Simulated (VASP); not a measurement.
# AlRu (P4/mmm) in VASP: a series of runs

Runs on AlRu. Level: PBEsol. Tasks: single point.

Everything below comes from runs of VASP 6.6.1. Logs are shortened: lines on timing, memory, paths and dates and some standing lists are left out, and cuts for length are marked.

## (1) The cell of the first run

It takes space group P4/mmm (No. 123, tetragonal). The conventional cell has a = 2.976 Å, b = 2.976 Å, c = 2.932 Å, α = 90.00°, β = 90.00°, γ = 90.00°. Al (site symmetry 4/mmm) has 8 Ru at 2.56 Å and 6 Al at 2.93 to 2.98 Å within 3.4 Å. Ru (site symmetry 4/mmm) has 8 Al at 2.56 Å and 6 Ru at 2.93 to 2.98 Å within 3.4 Å.

## (2) Single point, PBEsol (strain +0.000 along x and y, -0.015 along z)

INCAR reads:

```
PREC = Accurate
ENCUT = 520
EDIFF = 1E-6
ISMEAR = 0
SIGMA = 0.15
LREAL = False
LASPH = True
NELM = 60
ALGO = Fast
ISIF = 2
LWAVE = False
LCHARG = True
GGA = PS
LELF = True
LVHAR = True
NBANDS = 16
```

KPOINTS reads:

```
Automatic mesh
0
Gamma
  20 20 20
```

POSCAR reads:

```
AlRu
1.0
    2.9764078218      0.0000000000      0.0000000000
    0.0000000000      2.9764078218      0.0000000000
    0.0000000000      0.0000000000      2.9317617045
Al Ru
1 1
Direct
    0.0000000000      0.0000000000      0.0000000000
    0.5000000000      0.5000000000      0.5000000000
```

Potentials or basis: VASP PAW PBE potentials, release 64 (Al, Ru_pv).

Run with:

```
> cat potpaw_PBE.64/Al/POTCAR potpaw_PBE.64/Ru_pv/POTCAR > POTCAR
> mpirun -np 1 vasp_std > vasp.out
```

OUTCAR:

```text
PREC = Accurate
   ENCUT = 520
   EDIFF = 1E-6
   ISMEAR = 0
   LREAL = False
   LASPH = True
   NELM = 60
   ISIF = 2
   GGA = PS

 ion  position               nearest neighbor table
   1  0.000  0.000  0.000-   2 2.56   2 2.56   2 2.56   2 2.56   2 2.56   2 2.56   2 2.56   2 2.56

   2  0.500  0.500  0.500-   1 2.56   1 2.56   1 2.56   1 2.56   1 2.56   1 2.56   1 2.56   1 2.56

  LATTYP: Found a simple tetragonal cell.
 ALAT       =     2.9764078218
 C/A-ratio  =     0.9850000000

  Lattice vectors:

 A1 = (   2.9764078218,   0.0000000000,   0.0000000000)
 A2 = (   0.0000000000,   2.9764078218,   0.0000000000)
 A3 = (   0.0000000000,   0.0000000000,   2.9317617045)

Analysis of symmetry for initial positions (statically):
=====================================================================
 Subroutine PRICEL returns:
 Original cell was already a primitive cell.

 Routine SETGRP: Setting up the symmetry group for a
 simple tetragonal supercell.

 Subroutine GETGRP returns: Found 16 space group operations
 (whereof 16 operations were pure point group operations)
 out of a pool of 16 trial point group operations.

The static configuration has the point symmetry D_4h.

Analysis of symmetry for dynamics (positions and initial velocities):
=====================================================================
 Subroutine PRICEL returns:
 Original cell was already a primitive cell.

 Routine SETGRP: Setting up the symmetry group for a
 simple tetragonal supercell.

 Subroutine GETGRP returns: Found 16 space group operations
 (whereof 16 operations were pure point group operations)
 out of a pool of 16 trial point group operations.

The dynamic configuration has the point symmetry D_4h.

 Subroutine INISYM returns: Found 16 space group operations
 (whereof 16 operations are pure point group operations),
 and found     1 'primitive' translations

----------------------------------------------------------------------------------------

                                     Primitive cell

  volume of cell :      25.9725

  direct lattice vectors                    reciprocal lattice vectors
     2.976407822  0.000000000  0.000000000     0.335975464  0.000000000  0.000000000
     0.000000000  2.976407822  0.000000000     0.000000000  0.335975464  0.000000000
     0.000000000  0.000000000  2.931761704     0.000000000  0.000000000  0.341091842

  length of vectors
[... 81 lines left out ...]
   NELM   =     60;   NELMIN=  2; NELMDL= -5     # of ELM steps
   EDIFF  = 0.1E-05   stopping-criterion for ELM
   LREAL  =      F    real-space projection
   EDIFFG = 0.1E-04   stopping-criterion for IOM
   NSW    =      0    number of steps for IOM
   IBRION =     -1    ionic relax: 0-MD 1-quasi-New 2-CG
   NFREE  =      0    steps in history (QN), initial steepest desc. (CG)
   ISIF   =      2    stress and relaxation
   ISYM   =      2    0-nonsym 1-usesym 2-fastsym
   POTIM  = 0.5000    time-step for ionic-motion
   TEBEG  =    0.0;   TEEND  =   0.0 temperature during run
   PSTRESS=    0.0 pullay stress
   NELECT =      17.0000    total number of electrons
   NUPDOWN=      -1.0000    fix difference up-down
   EMIN   =  10.00;   EMAX   =-10.00  energy-range for DOS
   EFERMI =   0.00;   METHOD = LEGACY
   ISMEAR =     0;   SIGMA  =   0.15  broadening in eV -4-tet -1-fermi 0-gaus
   EFERMI_NEDOS =   21; number of points for ismear=-14 and -15
   IALGO  =     68    algorithm
   IMIX   =      4    mixing-type and parameters
     AMIX     =   0.40;   BMIX     =  1.00
     AMIX_MAG =   1.60;   BMIX_MAG =  1.00
  volume/ion in A,a.u.               =      12.99        87.64
  Fermi-wavevector in a.u.,A,eV,Ry     =   1.421412  2.686079 27.489373  2.020412
  Thomas-Fermi vector in A             =   2.542224
   LORBIT       =      0    0 simple, 1 ext, 2 COOP (PROOUT), +10 PAW based schemes
   GGA     = PS    functional components
   LHFCALC =     F    Hartree Fock is set to
   AEXX    =    0.0000 exact exchange contribution
   IVDW    =     0    specifies the selected vdW correction
   LEPSILON=     F    determine dielectric tensor
   LRPA    =     F    only Hartree local field effects (RPA)
 non-spin polarized calculation
 RMM-DIIS sequential band-by-band and
 Gauss-broadening in eV      SIGMA  =   0.15
  energy-cutoff  :      520.00
  volume of cell :       25.97
 maximum number of plane-waves:       731
 NGX is ok and might be reduce to    24
   NGX = 11   NGY = 11   NGZ = 11

 number of electron      16.9999998 magnetization

 Free energy of the ion-electron system (eV)
  ---------------------------------------------------
  ext. energy  EPLUGINS =         0.00000000
  ---------------------------------------------------
  free energy    TOTEN  =       -15.52099435 eV

  energy without entropy =      -15.50335674  energy(sigma->0) =      -15.51217555

 E-fermi :  11.0293     XC(G=0): -12.8446

 val. band max:       11.0289840529   @ k =   0.1500   0.0000   0.4500
 cond. band min:      11.0297354790   @ k =   0.3500   0.1000   0.1000
 fundamental gap:      0.0007514261
 Fermi energy:        11.0292826695

 k-point     1 :       0.0000    0.0000    0.0000
  band No.  band energies     occupation
      1     -30.6981      2.00000
      2     -30.6981      2.00000
      3     -30.6781      2.00000
      4       1.1676      2.00000
      5       7.2667      2.00000
      6       7.2727      2.00000
[... 433 lines left out ...]
      3     -30.6698      2.00000
      4       2.1136      2.00000
      5       7.4907      2.00000
      6       7.6033      2.00000
[... 8 lines left out ...]
     15      24.2133      0.00000
     16      27.8862      0.00000

 [... further k-points ...]

------------------------ aborting loop because EDIFF is reached ----------------------------------------

  FORCE on cell =-STRESS in cart. coord.  units (eV):
  Direction    XX          YY          ZZ          XY          YZ          ZX
  --------------------------------------------------------------------------------------
  -------------------------------------------------------------------------------------
  Total        0.4066412      0.4066412      0.8686217      0.0000000      0.0000000     -0.0000000
  in kB       25.0846741     25.0846741     53.5830862      0.0000000      0.0000000     -0.0000000
  external PRESSURE =      34.5841448 kB  Pullay stress =       0.0000000 kB

 VOLUME and BASIS-vectors are now :
 -----------------------------------------------------------------------------
  energy-cutoff  :      520.00
  volume of cell :       25.97
      direct lattice vectors                 reciprocal lattice vectors
     2.976407822  0.000000000  0.000000000     0.335975464  0.000000000  0.000000000
     0.000000000  2.976407822  0.000000000     0.000000000  0.335975464  0.000000000
     0.000000000  0.000000000  2.931761704     0.000000000  0.000000000  0.341091842

 POSITION                                       TOTAL-FORCE (eV/Angst)
 -----------------------------------------------------------------------------------
      0.00000      0.00000      0.00000         0.000000      0.000000      0.000000
      1.48820      1.48820      1.46588         0.000000      0.000000      0.000000
 -----------------------------------------------------------------------------------
    total drift:                                0.000000     -0.000000     -0.000000

  FREE ENERGIE OF THE ION-ELECTRON SYSTEM (eV)
  ---------------------------------------------------
  free  energy   TOTEN  =       -15.5209943542 eV

  energy  without entropy=      -15.5033567403  energy(sigma->0) =      -15.51217555
```

OSZICAR:

```text
N       E                     dE             d eps       ncg     rms          rms(c)
DAV:   1     0.115081313780E+03    0.11508E+03   -0.91338E+03 23880   0.991E+02
DAV:   2    -0.144360989609E+02   -0.12952E+03   -0.12341E+03 27344   0.294E+02
DAV:   3    -0.163091836745E+02   -0.18731E+01   -0.18676E+01 29712   0.368E+01
DAV:   4    -0.163225656390E+02   -0.13382E-01   -0.13363E-01 29024   0.327E+00
DAV:   5    -0.163227574680E+02   -0.19183E-03   -0.19156E-03 28200   0.376E-01    0.141E+01
RMM:   6    -0.156129105275E+02    0.70985E+00   -0.22996E+00 23902   0.118E+01    0.245E+00
RMM:   7    -0.155391071319E+02    0.73803E-01   -0.13298E-01 24674   0.299E+00    0.213E+00
RMM:   8    -0.155212674690E+02    0.17840E-01   -0.16628E-02 25777   0.914E-01    0.199E-01
RMM:   9    -0.155209977605E+02    0.26971E-03   -0.12914E-03 26720   0.302E-01    0.137E-01
RMM:  10    -0.155209952712E+02    0.24892E-05   -0.19846E-04 27889   0.130E-01    0.336E-02
RMM:  11    -0.155209960950E+02   -0.82374E-06   -0.50451E-05 27678   0.605E-02    0.232E-02
RMM:  12    -0.155209943968E+02    0.16981E-05   -0.14271E-05 28258   0.321E-02    0.116E-02
RMM:  13    -0.155209943542E+02    0.42613E-07   -0.21291E-06 22049   0.136E-02
   1 F= -.15520994E+02 E0= -.15512176E+02  d E =-.176376E-01
```

stdout:

```text
POSCAR found type information on POSCAR AlRu
 POSCAR found :  2 types and       2 ions
 scaLAPACK will be used
 -----------------------------------------------------------------------------
|                                                                             |
|                                                                             |
|     You enforced a specific xc type in the INCAR file but a different       |
|     I HOPE YOU KNOW WHAT YOU ARE DOING!                                     |
|                                                                             |
 -----------------------------------------------------------------------------

 LDA part: xc-table for (Slater+PW92), standard interpolation
 POSCAR, INCAR and KPOINTS ok, starting setup
 FFT: planning ... GRIDC
 FFT: planning ... GRID_SOFT
 FFT: planning ... GRID
 WAVECAR not read
 entering main loop
WARNING in EDDRMM: call to ZHEGV failed, returncode =   6  3     16
```

It took 95 s on 1 thread of Intel Xeon 6975P-C (Granite Rapids), shared host; peak memory 0.39 GiB.

Results:

* Free energy: -15.5210 eV
* Pressure: 3.5 GPa
* Band gap on the k mesh: zero (an odd number of electrons rules out a gap without spin polarisation)

Stress tensor (GPa, compression positive):
```
2.51 0.00 0.00
0.00 2.51 0.00
0.00 0.00 5.36
```

Levels at points of the mesh, in eV from the Fermi level:
| k point | band 5 | band 6 | band 7 | band 8 | band 9 | band 10 | band 11 | band 12 | band 13 | band 14 |
| --- | --- | --- | --- | --- | --- | --- | --- | --- | --- | --- |
| (0.00, 0.00, 0.00) | -3.76 | -3.76 | 0.13 | 0.23 | 0.23 | 6.07 | 6.07 | 6.54 | 11.13 | 11.21 |
| (0.50, 0.00, 0.00) | -5.58 | -2.94 | -1.72 | -1.54 | 0.49 | 2.31 | 7.44 | 11.02 | 11.43 | 13.03 |
| (0.50, 0.50, 0.00) | -3.26 | -1.44 | -1.44 | -1.12 | -1.12 | 1.54 | 5.34 | 6.53 | 11.09 | 12.00 |
| (0.00, 0.00, 0.50) | -5.41 | -2.88 | -1.73 | -1.73 | 0.42 | 2.58 | 7.42 | 11.03 | 11.03 | 13.13 |
| (0.50, 0.00, 0.50) | -3.20 | -1.41 | -1.30 | -1.30 | -1.24 | 1.64 | 5.56 | 6.63 | 10.73 | 12.00 |
| (0.50, 0.50, 0.50) | -4.81 | -4.78 | 1.65 | 1.76 | 2.79 | 4.14 | 4.14 | 4.24 | 8.72 | 8.94 |

Caveat: the cell differs from its parent crystal (strain +0.000 along x and y, -0.015 along z); the cell stands under pressure; the PAW data sets were made with another functional, which shifts forces and pressure a little.

(Continued in part 2 of 2.)
